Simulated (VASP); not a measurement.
# Rb3Ba (I4/mmm) in VASP: a series of runs

Rb3Ba is run at these levels: PBEsol; tasks: single point.

All numbers are computed with VASP 6.6.1; they aren't measurements. Logs are shortened: lines on timing, memory, paths and dates and some standing lists are left out, and cuts for length are marked.

### 1 The cell of the first run

Symmetry: I4/mmm, No. 139, tetragonal system. Conventional cell: a = 5.485 Å, b = 5.485 Å, c = 12.048 Å, α = 90.00°, β = 90.00°, γ = 90.00°. Ba (site symmetry 4/mmm) has 12 Rb at 3.88 to 4.07 Å within 5.1 Å. Within 5.1 Å of Rb (site symmetry 4/mmm) lie 4 Ba at 3.88 Å and 8 Rb at 4.07 Å. Rb (site symmetry -4m2) has 8 Rb at 3.88 to 4.07 Å and 4 Ba at 4.07 Å within 5.1 Å.

### 2 Single point, PBEsol

INCAR

```
SYSTEM = Rb3Ba
PREC = Accurate ; ENCUT = 520
EDIFF = 1E-7 ; ISMEAR = -1
SIGMA = 0.05 ; LREAL = .FALSE.
LASPH = .TRUE. ; NELM = 100
ALGO = Fast ; ISIF = 2
LWAVE = .FALSE. ; LCHARG = .FALSE.
GGA = PS ; NBANDS = 26
```

KPOINTS

```
regular mesh
0
G
  6 6 6
  0 0 0
```

POSCAR

```
Rb3Ba
1.0
   -2.7425348313      2.7425348313      6.0238203641
    2.7425348313     -2.7425348313      6.0238203641
    2.7425348313      2.7425348313     -6.0238203641
Ba Rb
1 3
Direct
    0.0000000000      0.0000000000      0.0000000000
    0.5000000000      0.5000000000      0.0000000000
    0.2500000000      0.7500000000      0.5000000000
    0.7500000000      0.2500000000      0.5000000000
```

Potentials or basis: VASP PAW PBE potentials, release 64 (Ba_sv, Rb_sv).

On the command line:

```
$ cat potpaw_PBE.64/Ba_sv/POTCAR potpaw_PBE.64/Rb_sv/POTCAR > POTCAR
$ mpirun -np 1 vasp_std > vasp.out
```

OUTCAR:

```text
SYSTEM = Rb3Ba
   PREC = Accurate
   ENCUT = 520
   EDIFF = 1E-7
   ISMEAR = -1
   LREAL = .FALSE.
   LASPH = .TRUE.
   NELM = 100
   ISIF = 2
   GGA = PS

 ion  position               nearest neighbor table
   1  0.000  0.000  0.000-   2 3.88   2 3.88   2 3.88   2 3.88   4 4.07   3 4.07   4 4.07   3 4.07
                             4 4.07   4 4.07   3 4.07   3 4.07
   2  0.500  0.500  0.000-   1 3.88   1 3.88   1 3.88   1 3.88   4 4.07   3 4.07   4 4.07   4 4.07
                             3 4.07   3 4.07   4 4.07   3 4.07
   3  0.250  0.750  0.500-   4 3.88   4 3.88   4 3.88   4 3.88   2 4.07   1 4.07   2 4.07   2 4.07
                             1 4.07   1 4.07   2 4.07   1 4.07
   4  0.750  0.250  0.500-   3 3.88   3 3.88   3 3.88   3 3.88   2 4.07   1 4.07   2 4.07   1 4.07
                             2 4.07   2 4.07   1 4.07   1 4.07

  LATTYP: Found a body centered tetragonal cell.
 ALAT       =     5.4850696626
 C/A-ratio  =     2.1964426104

  Lattice vectors:

 A1 = (  -2.7425348313,   2.7425348313,   6.0238203641)
 A2 = (   2.7425348313,  -2.7425348313,   6.0238203641)
 A3 = (   2.7425348313,   2.7425348313,  -6.0238203641)

Analysis of symmetry for initial positions (statically):
=====================================================================
 Subroutine PRICEL returns:
 Original cell was already a primitive cell.

 Routine SETGRP: Setting up the symmetry group for a
 body centered tetragonal supercell.

 Subroutine GETGRP returns: Found 16 space group operations
 (whereof 16 operations were pure point group operations)
 out of a pool of 16 trial point group operations.

The static configuration has the point symmetry D_4h.

Analysis of symmetry for dynamics (positions and initial velocities):
=====================================================================
 Subroutine PRICEL returns:
 Original cell was already a primitive cell.

 Routine SETGRP: Setting up the symmetry group for a
 body centered tetragonal supercell.

 Subroutine GETGRP returns: Found 16 space group operations
 (whereof 16 operations were pure point group operations)
 out of a pool of 16 trial point group operations.

The dynamic configuration has the point symmetry D_4h.

 Subroutine INISYM returns: Found 16 space group operations
 (whereof 16 operations are pure point group operations),
 and found     1 'primitive' translations

----------------------------------------------------------------------------------------

                                     Primitive cell

  volume of cell :     181.2326

  direct lattice vectors                    reciprocal lattice vectors
    -2.742534831  2.742534831  6.023820364     0.000000000  0.182313090  0.083003803
     2.742534831 -2.742534831  6.023820364     0.182313090  0.000000000  0.083003803
     2.742534831  2.742534831 -6.023820364     0.182313090  0.182313090  0.000000000

  length of vectors
     7.164454367  7.164454367  7.164454367     0.200318981  0.200318981  0.257829645

  position of ions in fractional coordinates (direct lattice)
     0.000000000  0.000000000  0.000000000
     0.500000000  0.500000000  0.000000000
     0.250000000  0.750000000  0.500000000
     0.750000000  0.250000000  0.500000000

  ion indices of the primitive-cell ions
   primitive index   ion index
                 1           1
                 2           2
                 3           3
                 4           4

----------------------------------------------------------------------------------------

 KPOINTS: regular mesh

Automatic generation of k-mesh.
 Grid dimensions read from file:
 generate k-points for:    6    6    6

 Generating k-lattice:

  Cartesian coordinates                     Fractional coordinates (reciprocal lattice)
     0.000000000  0.030385515  0.013833967     0.166666667 -0.000000000  0.000000000
     0.030385515  0.000000000  0.013833967    -0.000000000  0.166666667  0.000000000
     0.030385515  0.030385515  0.000000000     0.000000000  0.000000000  0.166666667

  Length of vectors
     0.033386497  0.033386497  0.042971607

  Shift w.r.t. Gamma in fractional coordinates (k-lattice)
     0.000000000  0.000000000  0.000000000

 Subroutine IBZKPT returns following result:
 ===========================================

 Found     30 irreducible k-points:

 Following reciprocal coordinates:
            Coordinates               Weight
  0.000000  0.000000  0.000000      1.000000
  0.166667  0.000000 -0.000000      8.000000
  0.333333  0.000000 -0.000000      8.000000
  0.500000  0.000000 -0.000000      4.000000
  0.166667  0.166667 -0.000000      8.000000
  0.333333  0.166667 -0.000000     16.000000
[... 16 lines left out ...]
 -0.333333 -0.333333  0.166667      8.000000
 -0.166667 -0.333333  0.166667      8.000000
 [... further k-points ...]
   k-points           NKPTS =     30   k-points in BZ     NKDIM =     30   number of bands    NBANDS=     26
   number of dos      NEDOS =    301   number of ions     NIONS =      4
   total plane-waves  NPLWV = 157464
   dimension x,y,z NGX =    54 NGY =   54 NGZ =   54
   dimension x,y,z NGXF=   108 NGYF=  108 NGZF=  108
   ions per type =               1   3
   NGX,Y,Z   is equivalent  to a cutoff of  12.53, 12.53, 12.53 a.u.
   NGXF,Y,Z  is equivalent  to a cutoff of  25.06, 25.06, 25.06 a.u.
 SYSTEM =  Rb3Ba
   PREC   = accura    normal or accurate (medium, high low for compatibility)
   ISTART =      0    job   : 0-new  1-cont  2-samecut
   ICHARG =      2    charge: 1-file 2-atom 10-const
   ISPIN  =      1    spin polarized calculation?
   LNONCOLLINEAR =      F non collinear calculations
   LSORBIT =      F    spin-orbit coupling
   LASPH  =      T    aspherical Exc in radial PAW
   ENCUT  =  520.0 eV  38.22 Ry    6.18 a.u.  13.32 13.32 13.32*2*pi/ulx,y,z
   NELM   =    100;   NELMIN=  2; NELMDL= -5     # of ELM steps
   EDIFF  = 0.1E-06   stopping-criterion for ELM
   LREAL  =      F    real-space projection
   EDIFFG = 0.1E-05   stopping-criterion for IOM
   NSW    =      0    number of steps for IOM
   IBRION =     -1    ionic relax: 0-MD 1-quasi-New 2-CG
   NFREE  =      0    steps in history (QN), initial steepest desc. (CG)
   ISIF   =      2    stress and relaxation
   ISYM   =      2    0-nonsym 1-usesym 2-fastsym
   POTIM  = 0.5000    time-step for ionic-motion
   TEBEG  =    0.0;   TEEND  =   0.0 temperature during run
   PSTRESS=    0.0 pullay stress
   NELECT =      37.0000    total number of electrons
   NUPDOWN=      -1.0000    fix difference up-down
   EMIN   =  10.00;   EMAX   =-10.00  energy-range for DOS
   EFERMI =   0.00;   METHOD = LEGACY
   ISMEAR =    -1;   SIGMA  =   0.05  broadening in eV -4-tet -1-fermi 0-gaus
   EFERMI_NEDOS =   21; number of points for ismear=-14 and -15
   IALGO  =     68    algorithm
   IMIX   =      4    mixing-type and parameters
     AMIX     =   0.40;   BMIX     =  1.00
     AMIX_MAG =   1.60;   BMIX_MAG =  1.00
  volume/ion in A,a.u.               =      45.31       305.75
  Fermi-wavevector in a.u.,A,eV,Ry     =   0.963970  1.821638 12.643040  0.929237
  Thomas-Fermi vector in A             =   2.093561
   LORBIT       =      0    0 simple, 1 ext, 2 COOP (PROOUT), +10 PAW based schemes
   GGA     = PS    functional components
   LHFCALC =     F    Hartree Fock is set to
   AEXX    =    0.0000 exact exchange contribution
   IVDW    =     0    specifies the selected vdW correction
   LEPSILON=     F    determine dielectric tensor
   LRPA    =     F    only Hartree local field effects (RPA)
 non-spin polarized calculation
 RMM-DIIS sequential band-by-band and
  energy-cutoff  :      520.00
  volume of cell :      181.23
 maximum number of plane-waves:      4930
 NGX is ok and might be reduce to    54
   NGX = 27   NGY = 27   NGZ = 27

 number of electron      37.0000000 magnetization

 Free energy of the ion-electron system (eV)
  ---------------------------------------------------
  ext. energy  EPLUGINS =         0.00000000
  ---------------------------------------------------
  free energy    TOTEN  =        -3.22210541 eV

  energy without entropy =       -3.18016199  energy(sigma->0) =       -3.20113370

 E-fermi :   2.2293     XC(G=0):  -7.8946

 val. band max:        2.2087939714   @ k =   0.5000   0.5000  -0.0000
 cond. band min:       2.2633229164   @ k =  -0.3333   0.3333   0.0000
 fundamental gap:      0.0545289450
 Fermi energy:         2.2292917892

 k-point     1 :       0.0000    0.0000    0.0000
  band No.  band energies     occupation
      1     -26.8394      2.00000
      2     -26.2611      2.00000
      3     -26.1785      2.00000
      4     -26.1098      2.00000
      5     -12.1565      2.00000
      6     -12.0877      2.00000
[... 18 lines left out ...]
     25       4.5728      0.00000
     26       4.9709      0.00000

 k-point     2 :       0.1667    0.0000   -0.0000
  band No.  band energies     occupation
      1     -26.8375      2.00000
      2     -26.2558      2.00000
      3     -26.1839      2.00000
      4     -26.1115      2.00000
      5     -12.1489      2.00000
      6     -12.0905      2.00000
[... 18 lines left out ...]
     25       4.6924      0.00000
     26       4.7177      0.00000

 k-point     3 :       0.3333    0.0000   -0.0000
  band No.  band energies     occupation
      1     -26.8339      2.00000
      2     -26.2408      2.00000
      3     -26.1987      2.00000
      4     -26.1152      2.00000
      5     -12.1351      2.00000
      6     -12.0928      2.00000
[... 18 lines left out ...]
     25       4.3265      0.00000
     26       4.8407      0.00000

 k-point     4 :       0.5000    0.0000   -0.0000
  band No.  band energies     occupation
      1     -26.8321      2.00000
      2     -26.2215      2.00000
      3     -26.2178      2.00000
      4     -26.1171      2.00000
      5     -12.1294      2.00000
      6     -12.0914      2.00000
[... 18 lines left out ...]
     25       4.4135      0.00000
     26       4.7788      0.00000

 k-point     5 :       0.1667    0.1667   -0.0000
  band No.  band energies     occupation
      1     -26.8357      2.00000
      2     -26.2507      2.00000
      3     -26.1885      2.00000
      4     -26.1136      2.00000
      5     -12.1391      2.00000
      6     -12.1108      2.00000
[... 18 lines left out ...]
     25       4.5562      0.00000
     26       4.8902      0.00000

 k-point     6 :       0.3333    0.1667   -0.0000
  band No.  band energies     occupation
      1     -26.8328      2.00000
      2     -26.2373      2.00000
      3     -26.2013      2.00000
      4     -26.1168      2.00000
      5     -12.1311      2.00000
      6     -12.1150      2.00000
[... 427 lines left out ...]
 k-point    21 :      -0.3333    0.5000    0.1667
  band No.  band energies     occupation
      1     -26.8322      2.00000
      2     -26.2363      2.00000
      3     -26.2016      2.00000
      4     -26.1183      2.00000
      5     -12.1199      2.00000
      6     -12.1117      2.00000
[... 18 lines left out ...]
     25       4.4778      0.00000
     26       4.7971      0.00000

 k-point    22 :      -0.1667    0.5000    0.1667
  band No.  band energies     occupation
      1     -26.8330      2.00000
      2     -26.2396      2.00000
      3     -26.1992      2.00000
      4     -26.1170      2.00000
      5     -12.1226      2.00000
      6     -12.0937      2.00000
[... 18 lines left out ...]
     25       4.7640      0.00000
     26       4.8370      0.00000

 k-point    23 :      -0.3333   -0.3333    0.1667
  band No.  band energies     occupation
      1     -26.8345      2.00000
      2     -26.2497      2.00000
      3     -26.1886      2.00000
      4     -26.1162      2.00000
      5     -12.1194      2.00000
      6     -12.1115      2.00000
[... 18 lines left out ...]
     25       4.7509      0.00000
     26       5.1101      0.00000

 k-point    24 :      -0.1667   -0.3333    0.1667
  band No.  band energies     occupation
      1     -26.8362      2.00000
      2     -26.2549      2.00000
      3     -26.1840      2.00000
      4     -26.1139      2.00000
      5     -12.1296      2.00000
      6     -12.0949      2.00000
[... 18 lines left out ...]
     25       4.8891      0.00000
     26       5.0755      0.00000

 [... further k-points ...]

------------------------ aborting loop because EDIFF is reached ----------------------------------------

  FORCE on cell =-STRESS in cart. coord.  units (eV):
  Direction    XX          YY          ZZ          XY          YZ          ZX
  --------------------------------------------------------------------------------------
  -------------------------------------------------------------------------------------
  Total        5.6928528      5.6928528      5.7036616      0.0000000      0.0000000      0.0000000
  in kB       50.3273694     50.3273694     50.4229239      0.0000000      0.0000000      0.0000000
  external PRESSURE =      50.3592209 kB  Pullay stress =       0.0000000 kB

 VOLUME and BASIS-vectors are now :
 -----------------------------------------------------------------------------
  energy-cutoff  :      520.00
  volume of cell :      181.23
      direct lattice vectors                 reciprocal lattice vectors
    -2.742534831  2.742534831  6.023820364     0.000000000  0.182313090  0.083003803
     2.742534831 -2.742534831  6.023820364     0.182313090  0.000000000  0.083003803
     2.742534831  2.742534831 -6.023820364     0.182313090  0.182313090  0.000000000

 POSITION                                       TOTAL-FORCE (eV/Angst)
 -----------------------------------------------------------------------------------
      0.00000      0.00000      0.00000         0.000000      0.000000     -0.000000
      0.00000      0.00000      6.02382         0.000000      0.000000     -0.000000
      2.74253      0.00000      3.01191        -0.000000     -0.000000     -0.000000
      0.00000      2.74253      3.01191         0.000000     -0.000000      0.000000
 -----------------------------------------------------------------------------------
    total drift:                               -0.000000      0.000000      0.000000

  FREE ENERGIE OF THE ION-ELECTRON SYSTEM (eV)
  ---------------------------------------------------
  free  energy   TOTEN  =        -3.2221054121 eV

  energy  without entropy=       -3.1801619851  energy(sigma->0) =       -3.20113370
```

Run time: 9.6 min. Hardware: 1 thread of Oxide Virtual Turin-like, shared host; peak memory 0.39 GiB.

Results:

- Free energy: -3.2221 eV
- Pressure: 5.0 GPa
- Band gap on the k mesh: zero (an odd number of electrons rules out a gap without spin polarisation)

Caveat: the cell stands under pressure; the PAW data sets were made with another functional, which shifts forces and pressure a little; spin-orbit coupling is left out, which moves the levels of the heavy elements.

### 3 Single point, PBEsol

This run uses another cell than the first one, of 35.71 Å³/atom.

INCAR

```
ALGO = Fast
EDIFF = 1E-6
ENCUT = 520
GGA = PS
ISIF = 2
ISMEAR = -1
LASPH = True
LCHARG = True
LELF = True
LREAL = False
LVHAR = True
LWAVE = False
NBANDS = 26
NELM = 80
PREC = Accurate
SIGMA = 0.05
```

KPOINTS

```
k-points
0
Gamma
  6 6 6
```

POSCAR

```
Rb3Ba
1.0
   -2.5743071849      2.5743071849      5.3878882416
    2.5743071849     -2.5743071849      5.3878882416
    2.5743071849      2.5743071849     -5.3878882416
Ba Rb
1 3
Direct
    0.0000000000      0.0000000000      0.0000000000
    0.5000000000      0.5000000000      0.0000000000
    0.2500000000      0.7500000000      0.5000000000
    0.7500000000      0.2500000000      0.5000000000
```

Potentials or basis: VASP PAW PBE potentials, release 64 (Ba_sv, Rb_sv).

On the command line:

```
$ cat potpaw_PBE.64/Ba_sv/POTCAR potpaw_PBE.64/Rb_sv/POTCAR > POTCAR
$ mpirun -np 1 vasp_std > vasp.out
```

Wall time 5.8 min (1 thread of Oxide Virtual Turin-like, shared host); peak memory 0.34 GiB.

It converged, with:

- Free energy: -1.4665 eV
- Pressure: 10.1 GPa
- Band gap on the k mesh: zero (an odd number of electrons rules out a gap without spin polarisation)

Levels at points of the mesh, in eV from the Fermi level:
```tsv
k point	band 14	band 15	band 16	band 17	band 18	band 19	band 20	band 21	band 22	band 23
(0.00, 0.00, 0.00)	-12.27	-12.27	-12.27	-2.84	-1.00	-0.29	0.21	0.68	1.38	1.38
(0.50, 0.00, 0.00)	-12.59	-12.58	-12.36	-0.61	-0.23	0.28	0.93	1.03	1.29	1.64
(0.50, 0.50, 0.00)	-12.36	-12.33	-12.33	-0.81	-0.57	0.45	0.84	1.17	1.36	2.41
(0.50, 0.50, 0.50)	-12.55	-12.43	-12.43	-1.24	-1.17	-0.82	-0.64	0.05	0.05	0.81
```

Caveat: the cell stands under pressure; the PAW data sets were made with another functional, which shifts forces and pressure a little; spin-orbit coupling is left out, which moves the levels of the heavy elements.

### 4 Single point, PBEsol

This run uses another cell than the first one, of 57.60 Å³/atom.

INCAR

```
SYSTEM = Rb3Ba
PREC = Accurate ; ENCUT = 520
EDIFF = 1E-6 ; ISMEAR = -1
SIGMA = 0.05 ; LREAL = .False.
LASPH = .True. ; NELM = 80
ALGO = Fast ; ISIF = 2
LWAVE = .False. ; LCHARG = .True.
GGA = PS ; LELF = .True.
LVHAR = .True. ; NBANDS = 26
```

KPOINTS

```
Automatic mesh
0
Gamma
  6 6 6
  0 0 0
```

POSCAR

```
Rb3Ba
1.0
   -2.9760180895      2.9760180895      6.5038191771
    2.9760180895     -2.9760180895      6.5038191771
    2.9760180895      2.9760180895     -6.5038191771
Ba Rb
1 3
Direct
    0.0000000000      0.0000000000      0.0000000000
    0.5000000000      0.5000000000      0.0000000000
    0.2500000000      0.7500000000      0.5000000000
    0.7500000000      0.2500000000      0.5000000000
```

On the command line:

```
$ cat potpaw_PBE.64/Ba_sv/POTCAR potpaw_PBE.64/Rb_sv/POTCAR > POTCAR
$ mpirun -np 1 vasp_std > vasp.out
```

Wall time 13 min (1 thread of Oxide Virtual Turin-like, shared host); peak memory 0.54 GiB.

It converged, with:

- Free energy: -4.2399 eV
- Pressure: 2.0 GPa
- Band gap on the k mesh: zero (an odd number of electrons rules out a gap without spin polarisation)

Levels at points of the mesh, in eV from the Fermi level:
| k point | band 17 | band 18 | band 19 | band 20 | band 21 | band 22 |
| --- | --- | --- | --- | --- | --- | --- |
| (0.00, 0.00, 0.00) | -2.62 | -0.27 | 0.07 | 0.85 | 1.02 | 1.02 |
| (0.50, 0.00, 0.00) | -1.13 | -0.82 | 0.22 | 0.61 | 0.71 | 1.09 |
| (0.50, 0.50, 0.00) | -0.40 | -0.34 | -0.29 | 0.01 | 0.81 | 1.26 |
| (0.50, 0.50, 0.50) | -1.56 | -1.28 | -0.35 | 0.06 | 0.68 | 0.68 |

Caveat: the PAW data sets were made with another functional, which shifts forces and pressure a little; spin-orbit coupling is left out, which moves the levels of the heavy elements.

[end of part 1 of 2]

The gap in the log of VASP goes by the Fermi energy; the results here count the filled bands.